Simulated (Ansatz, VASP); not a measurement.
One calculation of Al, two programs

```xyz
8
Lattice="2.8572 0.0000 0.0000 0.0000 4.0406 0.0000 0.0000 0.0000 25.0000" Properties=species:S:1:pos:R:3 pbc="T T T"
Al    1.4286    2.0203    7.5000
Al    0.0000    0.0000    8.9286
Al    1.4286    2.0203   10.3572
Al    0.0000    0.0000   11.7857
Al    1.4286    2.0203   13.2143
Al    0.0000    0.0000   14.6429
Al    1.4286    2.0203   16.0715
Al    0.0000    0.0000   17.5000
```

Alike in both runs: task single point; functional PBE; k mesh 12 × 9 × 1; occupations gaussian, width 0.01 eV; no spin polarisation.

|  | VASP | Ansatz |
| --- | --- | --- |
| version | VASP 6.6.1 | Ansatz 0.2.0 |
| potentials or method | VASP PAW PBE potentials, release 64 (Al), cutoff 520 eV | scalar-relativistic, plane waves, PAW |
| valence electrons in the cell | 24 | 24 |

```tsv
	VASP	Ansatz	Ansatz less VASP
gap on the k mesh at the Fermi level (eV)	none	none	-
rms of the force components (eV/Å)	0.107	0.107	-0.0003
```

Atom by atom the forces differ by 0.001 eV/Å (rms over components). A gap of «none» marks a metal or a gap that the smearing closes.
